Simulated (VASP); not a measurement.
Runs of VASP 6.6.1 on Cs. The structure is that of space group P6_3/mmc (No. 194), or close to it. The cells are those of the table. 

```tsv
cell	gap on the mesh (eV)	pressure (GPa)
a = 5.491, b = 5.491, c = 9.133 Å, angles 90.0, 90.0, 120.0°, 2 atoms	none	0.1
a = 5.640, b = 5.640, c = 9.380 Å, angles 90.0, 90.0, 120.0°, 2 atoms	none	-0.1
a = 5.414, b = 5.414, c = 9.005 Å, angles 90.0, 90.0, 120.0°, 2 atoms	none	(b)
a = 5.781, b = 5.781, c = 9.615 Å, angles 90.0, 90.0, 120.0°, 2 atoms	none	-0.2
a = 5.566, b = 5.566, c = 9.258 Å, angles 90.0, 90.0, 120.0°, 2 atoms	none	0.0
a = 5.334, b = 5.334, c = 8.872 Å, angles 90.0, 90.0, 120.0°, 2 atoms	none	(a)
a = 5.711, b = 5.711, c = 9.499 Å, angles 90.0, 90.0, 120.0°, 2 atoms	none	-0.1
```

Alike in all rows: task single point; level r2SCAN; potentials or basis VASP PAW PBE potentials, release 64 (Cs_sv); no spin polarisation; k mesh 5 × 5 × 3; cutoff (eV) 520; smearing gaussian 0.1 eV.

Task: Estimate the missing entries.

Result: (a) 0.3; (b) 0.2.

Caveats: the PAW data sets were made with another functional, which shifts forces and pressure a little; spin-orbit coupling is left out, which moves the levels of the heavy elements.

A k mesh can miss the band edges, and the runs leave out spin-orbit coupling on Cs.

A gap of «none» marks levels without a gap at the run's occupations.
